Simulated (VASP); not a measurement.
A run of VASP 6.6.1 is set up as follows.

POSCAR

```
Si
1.0
    0.0000000000      2.7221197378      2.7221197378
    2.7221197378      0.0000000000      2.7221197378
    2.7221197378      2.7221197378      0.0000000000
Si
2
Direct
    0.2500000000      0.2500000000      0.2500000000
    0.0000000000      0.0000000000      0.0000000000
```

Contents of INCAR.step1:

```
SYSTEM = Si
ALGO = Normal ; EDIFF = 1E-8
ENCUT = 500 ; GGA = PE
ISMEAR = 0 ; LASPH = .TRUE.
LCHARG = .FALSE. ; LREAL = .FALSE.
LWAVE = .TRUE. ; NELM = 60
PREC = Accurate ; SIGMA = 0.01
```

Contents of INCAR.step2:

```
SYSTEM = Si
ALGO = Exact ; EDIFF = 1E-8
ENCUT = 500 ; GGA = PE
ISMEAR = 0 ; ISTART = 1
LASPH = .TRUE. ; LCHARG = .FALSE.
LOPTICS = .TRUE. ; LREAL = .FALSE.
LWAVE = .TRUE. ; NBANDS = 69
NELM = 1 ; PREC = Accurate
SIGMA = 0.01
```

Contents of INCAR.step3:

```
SYSTEM = Si
ALGO = EVGW0 ; EDIFF = 1E-8
ENCUT = 500 ; ENCUTGW = 80.0
GGA = PE ; ISMEAR = 0
ISTART = 1 ; LASPH = .TRUE.
LCHARG = .FALSE. ; LREAL = .FALSE.
LWAVE = .FALSE. ; NBANDS = 69
NBANDSGW = 12 ; NELMGW = 1
NOMEGA = 96 ; OMEGAMAX = 20
PREC = Accurate ; PRECFOCK = Fast
SIGMA = 0.01
```

Contents of KPOINTS:

```
k-points
0
G
  6 6 6
  0 0 0
```

Potentials or basis: VASP PAW PBE potentials, release 64 (Si_GW).

The run is started by

```bash
$ cat potpaw_PBE.64/Si_GW/POTCAR > POTCAR
$ cp INCAR.step1 INCAR
$ mpirun -np 1 vasp_std > vasp.out
$ cp INCAR.step2 INCAR
$ mpirun -np 1 vasp_std > vasp.out
$ cp INCAR.step3 INCAR
$ mpirun -np 1 vasp_std > vasp.out
```

(1) Estimate the quasiparticle gap.

(2) What does it give for the least direct quasiparticle gap?

(3) Estimate the least direct gap of the starting levels on the mesh.

(4) Estimate the band gap of the starting levels on the mesh.

Answers

(1) 1.09 eV.

(2) 3.10 eV.

(3) 2.56 eV.

(4) 0.72 eV.

Caveat: bands, screening cutoff and mesh are small and nothing is extrapolated, so the quasiparticle values aren't converged.
